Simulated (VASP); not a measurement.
Wanted: the native input for a VASP 6.6.1 run.

* Task: single point
* Functional: PBE
* Potentials or basis: VASP PAW PBE potentials, release 64 (Hf_pv, N)
* Cutoff: 520 eV
* k mesh: 16 × 16 × 16
* Occupations: fermi-dirac, width 0.05 eV
* Spin: no spin polarisation
* Dipole correction: no
* Further INCAR settings: ALGO = Normal; EDIFF = 1e-06; NBANDS = 14

The structure of HfN (rocksalt type) lies in POSCAR:

```
HfN
1.0
    0.0000000000      2.2739055545      2.2739055545
    2.2739055545      0.0000000000      2.2739055545
    2.2739055545      2.2739055545      0.0000000000
Hf N
1 1
Direct
    0.0000000000      0.0000000000      0.0000000000
    0.5000000000      0.5000000000      0.5000000000
```

One way to write it, as run:

INCAR

```
PREC = Accurate ; ENCUT = 520
EDIFF = 1E-6 ; ISMEAR = -1
SIGMA = 0.05 ; LREAL = F
LASPH = T ; NELM = 80
ALGO = Normal ; ISIF = 2
LWAVE = F ; LCHARG = T
GGA = PE ; LELF = T
LVHAR = T ; NBANDS = 14
```

KPOINTS

```
Automatic mesh
0
Gamma
  16 16 16
```

Potentials or basis: VASP PAW PBE potentials, release 64 (Hf_pv, N).

Command:

```bash
$ cat potpaw_PBE.64/Hf_pv/POTCAR potpaw_PBE.64/N/POTCAR > POTCAR
$ mpirun -np 1 vasp_std > vasp.out
```

Results of the run:

The pressure is -2.3 GPa.

Run time: 47 s on 1 thread of Intel Xeon 8259CL, with other jobs on the host, peak memory 0.18 GiB.
